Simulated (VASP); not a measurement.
# ZrC (I4/mmm) in VASP: notebook, part 2 of 2

VASP 6.6.1. The steps go on from the part before.

### 3 Single point, PBEsol (equal xx and yy strain of -2 %)

INCAR reads:

```
SYSTEM = ZrC
PREC = Accurate
ENCUT = 520
EDIFF = 1E-7
ISMEAR = -1
SIGMA = 0.05
LREAL = .FALSE.
LASPH = .TRUE.
NELM = 60
ALGO = Normal
ISIF = 2
LWAVE = .FALSE.
LCHARG = .TRUE.
GGA = PS
LELF = .TRUE.
LVHAR = .TRUE.
NBANDS = 15
```

KPOINTS reads:

```
regular mesh
0
G
  15 15 15
  0 0 0
```

POSCAR reads:

```
ZrC
1.0
    0.0000000000      2.3032058000      2.3502100000
    2.3032058000      0.0000000000      2.3502100000
    2.3032058000      2.3032058000      0.0000000000
Zr C
1 1
Direct
    0.5000000000      0.5000000000      0.5000000000
    0.0000000000      0.0000000000      0.0000000000
```

Potentials or basis: VASP PAW PBE potentials, release 64 (Zr_sv, C).

Launch:

```sh
$ cat potpaw_PBE.64/Zr_sv/POTCAR potpaw_PBE.64/C/POTCAR > POTCAR
$ mpirun -np 1 vasp_std > vasp.out
```

OUTCAR:

```text
SYSTEM = ZrC
   PREC = Accurate
   ENCUT = 520
   EDIFF = 1E-7
   ISMEAR = -1
   LREAL = .FALSE.
   LASPH = .TRUE.
   NELM = 60
   ISIF = 2
   GGA = PS

 ion  position               nearest neighbor table
   1  0.500  0.500  0.500-   2 2.30   2 2.30   2 2.30   2 2.30   2 2.35   2 2.35
   2  0.000  0.000  0.000-   1 2.30   1 2.30   1 2.30   1 2.30   1 2.35   1 2.35

  LATTYP: Found a body centered tetragonal cell.
 ALAT       =     3.2572248793
 C/A-ratio  =     1.4430750636

  Lattice vectors:

 A1 = (  -2.3032058000,   0.0000000000,   2.3502100000)
 A2 = (   2.3032058000,   0.0000000000,   2.3502100000)
 A3 = (   0.0000000000,   2.3032058000,  -2.3502100000)

Analysis of symmetry for initial positions (statically):
=====================================================================
 Subroutine PRICEL returns:
 Original cell was already a primitive cell.

 Routine SETGRP: Setting up the symmetry group for a
 body centered tetragonal supercell.

 Subroutine GETGRP returns: Found 16 space group operations
 (whereof 16 operations were pure point group operations)
 out of a pool of 16 trial point group operations.

The static configuration has the point symmetry D_4h.

Analysis of symmetry for dynamics (positions and initial velocities):
=====================================================================
 Subroutine PRICEL returns:
 Original cell was already a primitive cell.

 Routine SETGRP: Setting up the symmetry group for a
 body centered tetragonal supercell.

 Subroutine GETGRP returns: Found 16 space group operations
 (whereof 16 operations were pure point group operations)
 out of a pool of 16 trial point group operations.

The dynamic configuration has the point symmetry D_4h.

 Subroutine INISYM returns: Found 16 space group operations
 (whereof 16 operations are pure point group operations),
 and found     1 'primitive' translations

----------------------------------------------------------------------------------------

                                     Primitive cell

  volume of cell :      24.9346

  direct lattice vectors                    reciprocal lattice vectors
     0.000000000  2.303205800  2.350210000    -0.217088720  0.217088720  0.212746946
     2.303205800  0.000000000  2.350210000     0.217088720 -0.217088720  0.212746946
     2.303205800  2.303205800  0.000000000     0.217088720  0.217088720 -0.212746946

  length of vectors
     3.290629727  3.290629727  3.257224879     0.373518792  0.373518792  0.373518792

  position of ions in fractional coordinates (direct lattice)
     0.500000000  0.500000000  0.500000000
     0.000000000  0.000000000  0.000000000

  ion indices of the primitive-cell ions
   primitive index   ion index
                 1           1
                 2           2

----------------------------------------------------------------------------------------

 KPOINTS: regular mesh

Automatic generation of k-mesh.
 Grid dimensions read from file:
 generate k-points for:   15   15   15

 Generating k-lattice:

  Cartesian coordinates                     Fractional coordinates (reciprocal lattice)
    -0.014472581  0.014472581  0.014183130     0.066666667  0.000000000  0.000000000
[... 39 lines left out ...]
  0.200000  0.133333  0.000000      8.000000
 [... further k-points ...]
   k-points           NKPTS =    288   k-points in BZ     NKDIM =    288   number of bands    NBANDS=     15
   number of dos      NEDOS =    301   number of ions     NIONS =      2
   total plane-waves  NPLWV =  13824
   dimension x,y,z NGX =    24 NGY =   24 NGZ =   24
   dimension x,y,z NGXF=    48 NGYF=   48 NGZF=   48
   ions per type =               1   1
   NGX,Y,Z   is equivalent  to a cutoff of  12.13, 12.13, 12.25 a.u.
   NGXF,Y,Z  is equivalent  to a cutoff of  24.25, 24.25, 24.50 a.u.
 SYSTEM =  ZrC
   PREC   = accura    normal or accurate (medium, high low for compatibility)
   ISTART =      0    job   : 0-new  1-cont  2-samecut
   ICHARG =      2    charge: 1-file 2-atom 10-const
   ISPIN  =      1    spin polarized calculation?
   LNONCOLLINEAR =      F non collinear calculations
   LSORBIT =      F    spin-orbit coupling
   LASPH  =      T    aspherical Exc in radial PAW
   ENCUT  =  520.0 eV  38.22 Ry    6.18 a.u.   6.12  6.12  6.06*2*pi/ulx,y,z
   NELM   =     60;   NELMIN=  2; NELMDL= -5     # of ELM steps
   EDIFF  = 0.1E-06   stopping-criterion for ELM
   LREAL  =      F    real-space projection
   EDIFFG = 0.1E-05   stopping-criterion for IOM
   NSW    =      0    number of steps for IOM
   IBRION =     -1    ionic relax: 0-MD 1-quasi-New 2-CG
   NFREE  =      0    steps in history (QN), initial steepest desc. (CG)
   ISIF   =      2    stress and relaxation
   ISYM   =      2    0-nonsym 1-usesym 2-fastsym
   POTIM  = 0.5000    time-step for ionic-motion
   TEBEG  =    0.0;   TEEND  =   0.0 temperature during run
   PSTRESS=    0.0 pullay stress
   NELECT =      16.0000    total number of electrons
   NUPDOWN=      -1.0000    fix difference up-down
   EMIN   =  10.00;   EMAX   =-10.00  energy-range for DOS
   EFERMI =   0.00;   METHOD = LEGACY
   ISMEAR =    -1;   SIGMA  =   0.05  broadening in eV -4-tet -1-fermi 0-gaus
   EFERMI_NEDOS =   21; number of points for ismear=-14 and -15
   IALGO  =     38    algorithm
   IMIX   =      4    mixing-type and parameters
     AMIX     =   0.40;   BMIX     =  1.00
     AMIX_MAG =   1.60;   BMIX_MAG =  1.00
  volume/ion in A,a.u.               =      12.47        84.13
  Fermi-wavevector in a.u.,A,eV,Ry     =   1.412041  2.668371 27.128126  1.993861
  Thomas-Fermi vector in A             =   2.533831
   LORBIT       =      0    0 simple, 1 ext, 2 COOP (PROOUT), +10 PAW based schemes
   GGA     = PS    functional components
   LHFCALC =     F    Hartree Fock is set to
   AEXX    =    0.0000 exact exchange contribution
   IVDW    =     0    specifies the selected vdW correction
   LEPSILON=     F    determine dielectric tensor
   LRPA    =     F    only Hartree local field effects (RPA)
 non-spin polarized calculation
  energy-cutoff  :      520.00
  volume of cell :       24.93
 maximum number of plane-waves:       686
   NGX = 13   NGY = 13   NGZ = 13

 number of electron      16.0000000 magnetization

 Free energy of the ion-electron system (eV)
  ---------------------------------------------------
  ext. energy  EPLUGINS =         0.00000000
  ---------------------------------------------------
  free energy    TOTEN  =       -20.55595068 eV

  energy without entropy =      -20.55363330  energy(sigma->0) =      -20.55479199

 E-fermi :   9.9637     XC(G=0): -12.4795

 val. band max:        9.9580805791   @ k =   0.1333   0.1333   0.0000
 cond. band min:       9.9651208819   @ k =   0.4667   0.0000   0.4667
 fundamental gap:      0.0070403027
 Fermi energy:         9.9636922939

 k-point     1 :       0.0000    0.0000    0.0000
  band No.  band energies     occupation
      1     -37.8547      2.00000
      2     -15.5753      2.00000
      3     -15.5625      2.00000
      4     -15.5625      2.00000
      5      -1.4568      2.00000
      6      10.8488      0.00000
      7      10.8938      0.00000
      8      10.9652      0.00000
      9      10.9652      0.00000
     10      11.1054      0.00000
     11      11.1054      0.00000
     12      12.7407      0.00000
     13      13.0076      0.00000
     14      17.7585      0.00000
[... 401 lines left out ...]
      2     -15.8536      2.00000
      3     -15.6399      2.00000
      4     -15.6349      2.00000
      5      -0.6606      2.00000
      6       7.5126      2.00000
      7       9.2624      2.00000
      8       9.6008      1.99859
      9      10.4868      0.00006
     10      13.0106      0.00000
     11      13.3584      0.00000
     12      14.1347      0.00000
     13      16.2512      0.00000
     14      19.5142      0.00000
     15      22.6742      0.00000

 [... further k-points ...]

------------------------ aborting loop because EDIFF is reached ----------------------------------------

  FORCE on cell =-STRESS in cart. coord.  units (eV):
  Direction    XX          YY          ZZ          XY          YZ          ZX
  --------------------------------------------------------------------------------------
  -------------------------------------------------------------------------------------
  Total        1.3040965      1.3040965     -0.0099816      0.0000000     -0.0000000      0.0000000
  in kB       83.7950079     83.7950079     -0.6413687      0.0000000     -0.0000000      0.0000000
  external PRESSURE =      55.6495490 kB  Pullay stress =       0.0000000 kB

 VOLUME and BASIS-vectors are now :
 -----------------------------------------------------------------------------
  energy-cutoff  :      520.00
  volume of cell :       24.93
      direct lattice vectors                 reciprocal lattice vectors
     0.000000000  2.303205800  2.350210000    -0.217088720  0.217088720  0.212746946
     2.303205800  0.000000000  2.350210000     0.217088720 -0.217088720  0.212746946
     2.303205800  2.303205800  0.000000000     0.217088720  0.217088720 -0.212746946

 POSITION                                       TOTAL-FORCE (eV/Angst)
 -----------------------------------------------------------------------------------
      2.30321      2.30321      2.35021         0.000000      0.000000      0.000000
      0.00000      0.00000      0.00000         0.000000      0.000000      0.000000
 -----------------------------------------------------------------------------------
    total drift:                                0.000000     -0.000000      0.000000

  FREE ENERGIE OF THE ION-ELECTRON SYSTEM (eV)
  ---------------------------------------------------
  free  energy   TOTEN  =       -20.5559506797 eV

  energy  without entropy=      -20.5536332978  energy(sigma->0) =      -20.55479199
```

OSZICAR:

```text
N       E                     dE             d eps       ncg     rms          rms(c)
DAV:   1     0.996887241233E+02    0.99689E+02   -0.86271E+03  8656   0.108E+03
DAV:   2    -0.176187038088E+02   -0.11731E+03   -0.10977E+03 11006   0.290E+02
DAV:   3    -0.235777726010E+02   -0.59591E+01   -0.59209E+01 14142   0.552E+01
DAV:   4    -0.237379755788E+02   -0.16020E+00   -0.16011E+00 10558   0.614E+00
DAV:   5    -0.237394831098E+02   -0.15075E-02   -0.15075E-02 11578   0.561E-01    0.226E+01
DAV:   6    -0.206598948571E+02    0.30796E+01   -0.55521E+00 10383   0.218E+01    0.843E+00
DAV:   7    -0.205763527104E+02    0.83542E-01   -0.51699E-01 10013   0.542E+00    0.698E+00
DAV:   8    -0.205813341534E+02   -0.49814E-02   -0.25882E-01 10748   0.380E+00    0.437E+00
DAV:   9    -0.205564681653E+02    0.24866E-01   -0.42718E-02  9634   0.141E+00    0.672E-01
DAV:  10    -0.205559877985E+02    0.48037E-03   -0.44883E-03 11363   0.581E-01    0.183E-01
DAV:  11    -0.205559556819E+02    0.32117E-04   -0.23148E-04  9669   0.150E-01    0.423E-02
DAV:  12    -0.205559511493E+02    0.45326E-05   -0.44395E-06 11183   0.183E-02    0.580E-03
DAV:  13    -0.205559507343E+02    0.41495E-06   -0.74198E-07 10710   0.600E-03    0.184E-03
DAV:  14    -0.205559506797E+02    0.54646E-07   -0.31606E-08  6567   0.142E-03
   1 F= -.20555951E+02 E0= -.20554792E+02  d E =-.231738E-02
```

Run time: 1.9 min. Hardware: 1 thread of Intel Xeon 8259CL, shared host; peak memory 0.23 GiB.

Results:

```
Free energy            : -20.5560 eV
Pressure               : 5.6 GPa
Band gap on the k mesh : zero (bands 8 and 9 overlap by 1.39 eV)
```

Levels at points of the mesh, in eV from the Fermi level:
```
           k point  band 5  band 6  band 7  band 8  band 9  band 10  band 11  band 12
(0.00, 0.00, 0.00)  -11.42    0.89    0.93    1.00    1.00     1.14     1.14     2.78
```

Caveat: the cell differs from its parent crystal (equal xx and yy strain of -2 %); the stress differs along the axes, from -0 to 8 GPa; the PAW data sets were made with another functional, which shifts forces and pressure a little.

### 4 Single point, PBEsol (equal xx and yy strain of -1 %)

INCAR reads:

```
PREC = Accurate
ENCUT = 520
EDIFF = 1E-6
ISMEAR = -1
SIGMA = 0.05
LREAL = F
LASPH = T
NELM = 100
ALGO = Normal
ISIF = 2
LWAVE = F
LCHARG = F
GGA = PS
NBANDS = 15
```

KPOINTS reads:

```
regular mesh
0
Gamma
  15 15 15
```

POSCAR reads:

```
ZrC
1.0
    0.0000000000      2.3267079000      2.3502100000
    2.3267079000      0.0000000000      2.3502100000
    2.3267079000      2.3267079000      0.0000000000
Zr C
1 1
Direct
    0.5000000000      0.5000000000      0.5000000000
    0.0000000000      0.0000000000      0.0000000000
```

Potentials or basis: VASP PAW PBE potentials, release 64 (Zr_sv, C).

Launch:

```sh
$ cat potpaw_PBE.64/Zr_sv/POTCAR potpaw_PBE.64/C/POTCAR > POTCAR
$ mpirun -np 1 vasp_std > vasp.out
```

OUTCAR:

```text
PREC = Accurate
   ENCUT = 520
   EDIFF = 1E-6
   ISMEAR = -1
   LREAL = F
   LASPH = T
   NELM = 100
   ISIF = 2
   GGA = PS

 ion  position               nearest neighbor table
   1  0.500  0.500  0.500-   2 2.33   2 2.33   2 2.33   2 2.33   2 2.35   2 2.35
   2  0.000  0.000  0.000-   1 2.33   1 2.33   1 2.33   1 2.33   1 2.35   1 2.35

  LATTYP: Found a body centered tetragonal cell.
 ALAT       =     3.2904618679
 C/A-ratio  =     1.4284985479

  Lattice vectors:
[... 617 lines left out ...]

 [... further k-points ...]

------------------------ aborting loop because EDIFF is reached ----------------------------------------

  FORCE on cell =-STRESS in cart. coord.  units (eV):
  Direction    XX          YY          ZZ          XY          YZ          ZX
  --------------------------------------------------------------------------------------
  -------------------------------------------------------------------------------------
  Total        0.2693168      0.2693168     -0.3471251      0.0000000     -0.0000000      0.0000000
  in kB       16.9571794     16.9571794    -21.8562777      0.0000000     -0.0000000      0.0000000
  external PRESSURE =       4.0193604 kB  Pullay stress =       0.0000000 kB

 VOLUME and BASIS-vectors are now :
 -----------------------------------------------------------------------------
  energy-cutoff  :      520.00
  volume of cell :       25.45
      direct lattice vectors                 reciprocal lattice vectors
     0.000000000  2.326707900  2.350210000    -0.214895905  0.214895905  0.212746946
     2.326707900  0.000000000  2.350210000     0.214895905 -0.214895905  0.212746946
     2.326707900  2.326707900  0.000000000     0.214895905  0.214895905 -0.212746946

 POSITION                                       TOTAL-FORCE (eV/Angst)
 -----------------------------------------------------------------------------------
      2.32671      2.32671      2.35021        -0.000000      0.000000      0.000000
      0.00000      0.00000      0.00000         0.000000     -0.000000      0.000000
 -----------------------------------------------------------------------------------
    total drift:                                0.000000      0.000000      0.000000

  FREE ENERGIE OF THE ION-ELECTRON SYSTEM (eV)
  ---------------------------------------------------
  free  energy   TOTEN  =       -20.5721159728 eV

  energy  without entropy=      -20.5696827267  energy(sigma->0) =      -20.57089935
```

stdout:

```text
POSCAR found type information on POSCAR ZrC
 POSCAR found :  2 types and       2 ions
 scaLAPACK will be used
 -----------------------------------------------------------------------------
|                                                                             |
|                                                                             |
|     You enforced a specific xc type in the INCAR file but a different       |
|     I HOPE YOU KNOW WHAT YOU ARE DOING!                                     |
|                                                                             |
 -----------------------------------------------------------------------------

 LDA part: xc-table for (Slater+PW92), standard interpolation
 POSCAR, INCAR and KPOINTS ok, starting setup
 FFT: planning ... GRIDC
 FFT: planning ... GRID_SOFT
 FFT: planning ... GRID
 WAVECAR not read
 entering main loop
```

Wall time 2.8 min (1 thread of Intel Xeon 8259CL, shared host); peak memory 0.24 GiB.

Results:

```
Free energy            : -20.5721 eV
Pressure               : 0.4 GPa
Band gap on the k mesh : zero (bands 8 and 9 overlap by 1.35 eV)
```

Levels at points of the mesh, in eV from the Fermi level:
| k point | band 4 | band 5 | band 6 | band 7 | band 8 | band 9 | band 10 | band 11 | band 12 | band 13 |
| --- | --- | --- | --- | --- | --- | --- | --- | --- | --- | --- |
| (0.00, 0.00, 0.00) | -25.61 | -11.34 | 0.93 | 0.98 | 0.98 | 1.00 | 1.11 | 1.11 | 2.81 | 2.93 |

Caveat: the cell differs from its parent crystal (equal xx and yy strain of -1 %); the PAW data sets were made with another functional, which shifts forces and pressure a little.

### 5 Single point, PBEsol (equal xx and yy strain of +1 %)

INCAR reads:

```
PREC = Accurate ; ENCUT = 520
EDIFF = 1E-7 ; ISMEAR = -1
SIGMA = 0.05 ; LREAL = F
LASPH = T ; NELM = 80
ALGO = Normal ; ISIF = 2
LWAVE = F ; LCHARG = T
GGA = PS ; LELF = T
LVHAR = T ; NBANDS = 15
```

KPOINTS is that of step 4.

POSCAR reads:

```
ZrC
1.0
    0.0000000000      2.3737121000      2.3502100000
    2.3737121000      0.0000000000      2.3502100000
    2.3737121000      2.3737121000      0.0000000000
Zr C
1 1
Direct
    0.5000000000      0.5000000000      0.5000000000
    0.0000000000      0.0000000000      0.0000000000
```

Launch:

```sh
$ cat potpaw_PBE.64/Zr_sv/POTCAR potpaw_PBE.64/C/POTCAR > POTCAR
$ mpirun -np 1 vasp_std > vasp.out
```

Wall time 3.8 min (1 thread of Intel Xeon 8259CL, shared host); peak memory 0.25 GiB.

The run converged. Its results:

```yaml
Free_energy: -20.5460 eV
Pressure: -8.4 GPa
Band_gap_on_the_k_mesh: zero (bands 8 and 9 overlap by 1.40 eV)
```

Stress tensor (GPa, compression positive):
```
-9.45  0.00  0.00
 0.00 -9.45  0.00
 0.00  0.00 -6.17
```

Levels at points of the mesh, in eV from the Fermi level:
| k point | band 5 | band 6 | band 7 | band 8 | band 9 | band 10 | band 11 | band 12 |
| --- | --- | --- | --- | --- | --- | --- | --- | --- |
| (0.00, 0.00, 0.00) | -11.20 | 0.94 | 0.94 | 0.99 | 1.03 | 1.03 | 1.13 | 2.71 |

Caveat: the cell differs from its parent crystal (equal xx and yy strain of +1 %); the cell stands under tension; the PAW data sets were made with another functional, which shifts forces and pressure a little.

### 6 Summary

```tsv
cell	gap on the mesh (eV)	pressure (GPa)
a = 3.357, b = 3.357, c = 3.324 Å, angles 60.3, 60.3, 59.3°, 2 atoms	none	-8.2
a = 3.291, b = 3.291, c = 3.257 Å, angles 60.3, 60.3, 59.3°, 2 atoms	none	5.6
a = 3.307, b = 3.307, c = 3.290 Å, angles 60.2, 60.2, 59.7°, 2 atoms	none	0.4
a = 3.340, b = 3.340, c = 3.357 Å, angles 59.8, 59.8, 60.3°, 2 atoms	none	-8.4
```

Alike in all rows: task single point; level PBEsol; potentials or basis VASP PAW PBE potentials, release 64 (Zr_sv, C); no spin polarisation; k mesh 15 × 15 × 15; cutoff (eV) 520; smearing fermi-dirac 0.05 eV.

Caveats: the PAW data sets were made with another functional, which shifts forces and pressure a little; the stress differs along the axes, from -12 to -6 GPa (at least some runs); the stress differs along the axes, from -0 to 8 GPa (at least some runs); the cell stands under tension (at least some runs).

Absolute energies hang on the potentials; compare differences alone.

The gap in the log of VASP goes by the Fermi energy; the results here count the filled bands.